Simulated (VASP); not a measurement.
# C in VASP: a series of runs, part 2 of 2

VASP 6.6.1. Earlier steps stand in the parts before.

## (4) Single point, LDA

This run uses another cell than the first one, of 7.82 Å³/atom.

INCAR reads:

```
SYSTEM = C
  PREC = Accurate
  ENCUT = 520
  EDIFF = 1E-6
  ISMEAR = 0
  SIGMA = 0.01
  LREAL = .False.
  LASPH = .True.
  NELM = 60
  ALGO = Normal
  ISIF = 2
  LWAVE = .False.
  LCHARG = .False.
  GGA = CA
  NBANDS = 11
```

KPOINTS reads:

```
regular mesh
0
Gamma
  14 14 8
  0 0 0
```

POSCAR reads:

```
C
1.0
    2.1095636151     -1.2178088279     -0.0130865543
    2.1095636151      1.2178088279     -0.0130865543
   -1.3905058147      0.0000000000      3.0515284905
C
2
Direct
    0.8334765026      0.8334765026      0.0004753179
    0.1665234974      0.1665234974      0.9995246821
```

Potentials or basis: VASP PAW LDA potentials, release 64 (C).

Started as:

```console
$ cat potpaw_LDA.64/C/POTCAR > POTCAR
$ mpirun -np 1 vasp_std > vasp.out
```

OUTCAR:

```text
SYSTEM = C
   PREC = Accurate
   ENCUT = 520
   EDIFF = 1E-6
   ISMEAR = 0
   LREAL = .False.
   LASPH = .True.
   NELM = 60
   ISIF = 2
   GGA = CA

 ion  position               nearest neighbor table
   1  0.833  0.833  0.000-   2 1.41   2 1.41   2 1.41
   2  0.167  0.167  1.000-   1 1.41   1 1.41   1 1.41

  LATTYP: Found a base centered monoclinic cell.
 ALAT       =     4.2192084111
 B/A-ratio  =     0.5772688662
 C/A-ratio  =     0.7947950859
 COS(beta)  =    -0.4202916758

  Lattice vectors:

 A1 = (   2.1095636151,  -1.2178088279,  -0.0130865543)
 A2 = (   2.1095636151,   1.2178088279,  -0.0130865543)
 A3 = (  -1.3905058147,   0.0000000000,   3.0515284905)

Analysis of symmetry for initial positions (statically):
=====================================================================
 Subroutine PRICEL returns:
 Original cell was already a primitive cell.

 Routine SETGRP: Setting up the symmetry group for a
 base centered monoclinic supercell.

 Subroutine GETGRP returns: Found  4 space group operations
 (whereof  4 operations were pure point group operations)
 out of a pool of  4 trial point group operations.

The static configuration has the point symmetry C_2h.

Analysis of symmetry for dynamics (positions and initial velocities):
=====================================================================
 Subroutine PRICEL returns:
 Original cell was already a primitive cell.

 Routine SETGRP: Setting up the symmetry group for a
 base centered monoclinic supercell.

 Subroutine GETGRP returns: Found  4 space group operations
 (whereof  4 operations were pure point group operations)
 out of a pool of  4 trial point group operations.

The dynamic configuration has the point symmetry C_2h.

 Subroutine INISYM returns: Found  4 space group operations
 (whereof  4 operations are pure point group operations),
 and found     1 'primitive' translations

[... 118 lines left out ...]
   LORBIT       =      0    0 simple, 1 ext, 2 COOP (PROOUT), +10 PAW based schemes
   GGA     = CA    functional components
   LHFCALC =     F    Hartree Fock is set to
   AEXX    =    0.0000 exact exchange contribution
   IVDW    =     0    specifies the selected vdW correction
   LEPSILON=     F    determine dielectric tensor
   LRPA    =     F    only Hartree local field effects (RPA)
 non-spin polarized calculation
 Gauss-broadening in eV      SIGMA  =   0.01
  energy-cutoff  :      520.00
  volume of cell :       15.63
 maximum number of plane-waves:       450
   NGX =  9   NGY =  9   NGZ = 13

 number of electron       8.0000002 magnetization

 Free energy of the ion-electron system (eV)
  ---------------------------------------------------
  ext. energy  EPLUGINS =         0.00000000
  ---------------------------------------------------
  free energy    TOTEN  =       -20.20230501 eV

  energy without entropy =      -20.20230501  energy(sigma->0) =      -20.20230501

 E-fermi :   5.7466     XC(G=0): -11.4593

 val. band max:        5.6800185215   @ k =  -0.3571   0.3571   0.5000
 cond. band min:       5.9326304153   @ k =  -0.3571   0.3571   0.5000
 fundamental gap:      0.2526118938
 Fermi energy:         5.7466386559

 k-point     1 :       0.0000    0.0000    0.0000
  band No.  band energies     occupation
      1     -14.1581      2.00000
      2      -0.3879      2.00000
      3       2.7734      2.00000
      4       2.7761      2.00000
      5      10.5330      0.00000
      6      14.3197      0.00000
      7      14.3289      0.00000
      8      17.2949      0.00000
      9      19.6042      0.00000
     10      28.7590      0.00000
     11      33.2836      0.00000
[... 309 lines left out ...]
 k-point    24 :       0.2857    0.1429    0.0000
  band No.  band energies     occupation
      1     -12.5725      2.00000
      2      -1.0346      2.00000
      3       0.0476      2.00000
      4       0.5441      2.00000
      5      13.0745      0.00000
      6      13.4450      0.00000
      7      15.6711      0.00000
      8      17.5745      0.00000
      9      22.4593      0.00000
     10      24.3317      0.00000
     11      30.2999      0.00000

 [... further k-points ...]

------------------------ aborting loop because EDIFF is reached ----------------------------------------

  FORCE on cell =-STRESS in cart. coord.  units (eV):
  Direction    XX          YY          ZZ          XY          YZ          ZX
  --------------------------------------------------------------------------------------
  -------------------------------------------------------------------------------------
  Total        0.6253738      0.6257171      0.4753420      0.0000000      0.0000000     -0.0009943
  in kB       64.0856016     64.1207800     48.7109882      0.0000000      0.0000000     -0.1018947
  external PRESSURE =      58.9724566 kB  Pullay stress =       0.0000000 kB

 VOLUME and BASIS-vectors are now :
 -----------------------------------------------------------------------------
  energy-cutoff  :      520.00
  volume of cell :       15.63
      direct lattice vectors                 reciprocal lattice vectors
     2.109563615 -1.217808828 -0.013086554     0.237687728 -0.410573473  0.108308400
     2.109563615  1.217808828 -0.013086554     0.237687728  0.410573473  0.108308400
    -1.390505815  0.000000000  3.051528490     0.002038659  0.000000000  0.328633592

 POSITION                                       TOTAL-FORCE (eV/Angst)
 -----------------------------------------------------------------------------------
      3.51588      0.00000     -0.02036        -0.000381      0.000000      0.001079
     -0.68726      0.00000      3.04572         0.000381      0.000000     -0.001079
 -----------------------------------------------------------------------------------
    total drift:                                0.000000     -0.000000     -0.000000

  FREE ENERGIE OF THE ION-ELECTRON SYSTEM (eV)
  ---------------------------------------------------
  free  energy   TOTEN  =       -20.2023050061 eV

  energy  without entropy=      -20.2023050061  energy(sigma->0) =      -20.20230501
```

OSZICAR:

```text
N       E                     dE             d eps       ncg     rms          rms(c)
DAV:   1    -0.270895010805E+01   -0.27090E+01   -0.41962E+03  9638   0.655E+02
DAV:   2    -0.212554583363E+02   -0.18547E+02   -0.17804E+02 12280   0.119E+02
DAV:   3    -0.216519469352E+02   -0.39649E+00   -0.39576E+00 11792   0.139E+01
DAV:   4    -0.216532837261E+02   -0.13368E-02   -0.13367E-02 10693   0.101E+00
DAV:   5    -0.216532883239E+02   -0.45979E-05   -0.45979E-05 11814   0.533E-02    0.677E+00
DAV:   6    -0.205402153137E+02    0.11131E+01   -0.99463E-01 11106   0.577E+00    0.383E+00
DAV:   7    -0.202029676196E+02    0.33725E+00   -0.10239E+00 11298   0.588E+00    0.107E+00
DAV:   8    -0.202028223377E+02    0.14528E-03   -0.21527E-02 10726   0.983E-01    0.175E-01
DAV:   9    -0.202023083744E+02    0.51396E-03   -0.11586E-03 11007   0.201E-01    0.623E-02
DAV:  10    -0.202023056677E+02    0.27067E-05   -0.66329E-05 11419   0.584E-02    0.258E-02
DAV:  11    -0.202023050061E+02    0.66167E-06   -0.16512E-06 10790   0.906E-03
   1 F= -.20202305E+02 E0= -.20202305E+02  d E =-.382004E-24
```

stdout:

```text
POSCAR found type information on POSCAR C
 POSCAR found :  1 types and       2 ions
 scaLAPACK will be used
 LDA part: xc-table for (Slater(with rela. corr.)+CA(PZ))
 , standard interpolation
 POSCAR, INCAR and KPOINTS ok, starting setup
 FFT: planning ... GRIDC
 FFT: planning ... GRID_SOFT
 FFT: planning ... GRID
 WAVECAR not read
 entering main loop
```

Run time: 92 s. Hardware: 1 thread of Intel Xeon 8259CL, shared host; peak memory 0.16 GiB.

What came out:

- Free energy: -20.2023 eV
- Pressure: 5.9 GPa

Caveat: the cell stands under pressure.

## (5) Single point, LDA (8.44 Å³/atom)

This run uses another cell than the first one, of 8.44 Å³/atom.

INCAR reads:

```
PREC = Accurate
ENCUT = 520
EDIFF = 1E-6
ISMEAR = 0
SIGMA = 0.01
LREAL = F
LASPH = T
NELM = 100
ALGO = Normal
ISIF = 2
LWAVE = F
LCHARG = T
GGA = CA
LELF = T
LVHAR = T
NBANDS = 11
```

KPOINTS reads:

```
regular mesh
0
Gamma
  14 14 8
```

POSCAR reads:

```
C
1.0
    2.1161885883     -1.2217862390     -0.0119127759
    2.1161885883      1.2217862390     -0.0119127759
   -1.3917863710      0.0000000000      3.2737889822
C
2
Direct
    0.8333955340      0.8333955340      0.0001896004
    0.1666044660      0.1666044660      0.9998103996
```

Started as:

```console
$ cat potpaw_LDA.64/C/POTCAR > POTCAR
$ mpirun -np 1 vasp_std > vasp.out
```

Run time: 91 s. Hardware: 1 thread of Intel Xeon 8259CL, shared host; peak memory 0.17 GiB.

It converged, with:

* Free energy: -20.2234 eV
* Pressure: 1.5 GPa

Stress tensor (GPa, compression positive):
```
 1.95  0.00 -0.01
 0.00  1.95  0.00
-0.01  0.00  0.53
```

## (6) The runs side by side

| task | cell | k mesh | cutoff (eV) | smearing | pressure (GPa) |
| --- | --- | --- | --- | --- | --- |
| relaxation of cell and atoms | relaxed to 30 GPa from a = 2.357, b = 2.357, c = 3.057 Å, angles 112.6, 112.6, 60.0°, 2 atoms | 18 × 18 × 14 | 600 | gaussian 0.01 eV | 29.9 |
| relaxation of cell and atoms | relaxed to 60 GPa from a = 2.339, b = 2.339, c = 2.894 Å, angles 113.8, 113.8, 60.0°, 2 atoms | 18 × 18 × 18 | 600 | gaussian 0.02 eV | 60.2 |
| single point | a = 2.436, b = 2.436, c = 3.353 Å, angles 111.3, 111.3, 60.0°, 2 atoms | 14 × 14 × 8 | 520 | gaussian 0.01 eV | 5.9 |
| single point | a = 2.444, b = 2.444, c = 3.557 Å, angles 110.1, 110.1, 60.0°, 2 atoms | 14 × 14 × 8 | 520 | gaussian 0.01 eV | 1.5 |

Alike in all rows: level LDA; potentials or basis VASP PAW LDA potentials, release 64 (C); no spin polarisation.

Caveats: the cell is relaxed towards a set pressure, so the run minimises the enthalpy, not the energy (at least some runs); the cell stands under pressure (at least some runs).

Absolute energies hang on the potentials; compare differences alone.
